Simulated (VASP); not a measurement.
A run of VASP 6.6.1 is set up as follows.

INCAR

```
SYSTEM = Cs
PREC = Accurate
ENCUT = 520
EDIFF = 1E-7
ISMEAR = 0
SIGMA = 0.1
LREAL = .FALSE.
LASPH = .TRUE.
NELM = 100
ALGO = Normal
ISIF = 2
LWAVE = .FALSE.
LCHARG = .FALSE.
GGA = PE
NBANDS = 10
```

File KPOINTS:

```
regular mesh
0
G
  10 10 10
  0 0 0
```

Contents of POSCAR:

```
Cs
1.0
    0.0000000000      3.8858294374      3.8858294374
    3.8858294374      0.0000000000      3.8858294374
    3.8858294374      3.8858294374      0.0000000000
Cs
1
Direct
    0.0000000000      0.0000000000      0.0000000000
```

Potentials or basis: VASP PAW PBE potentials, release 64 (Cs_sv).

Launch:

```bash
$ cat potpaw_PBE.64/Cs_sv/POTCAR > POTCAR
$ mpirun -np 1 vasp_std > vasp.out
```

Question: What does it give for the pressure?

Answer: 0.0 GPa.
